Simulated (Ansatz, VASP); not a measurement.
**Two plane-wave programs on Sb**

```
Sb
1.0
     3.35311    0.00000    0.00000
    -1.67656    2.90388    0.00000
     0.00000    0.00000   16.78947
Sb
6
Direct
  0.66667 0.33333 0.66668
  0.66667 0.33333 0.33332
  0.66667 0.33333 0.00000
  0.00000 0.00000 0.83332
  0.00000 0.00000 0.50000
  0.00000 0.00000 0.16668
```

Alike in both runs: functional PBE; k mesh 6 × 6 × 1; occupations gaussian, width 0.1 eV; no spin polarisation.

Ansatz relaxed the structure, and its values are those at the end. VASP's run is a single point on that final structure, the one shown.

|  | VASP | Ansatz |
| --- | --- | --- |
| version | VASP 6.6.1 | Ansatz 0.2.0 |
| potentials or method | VASP PAW PBE potentials, release 64 (Sb), cutoff 520 eV | scalar-relativistic, plane waves, PAW |
| valence electrons in the cell | 30 | 90 |

|  | VASP | Ansatz | Ansatz less VASP |
| --- | --- | --- | --- |
| gap on the k mesh at the Fermi level (eV) | none | none | - |
| pressure (GPa) | -0.2 | 0.0 | +0.14 |

A gap of «none» marks a metal or a gap that the smearing closes. VASP's potentials hold 30 valence electrons a cell and Ansatz's 90, so a difference there can come from the potentials and not from the codes.

The k mesh is coarse, so the values compare programs but aren't converged. Spin-orbit coupling is off throughout.
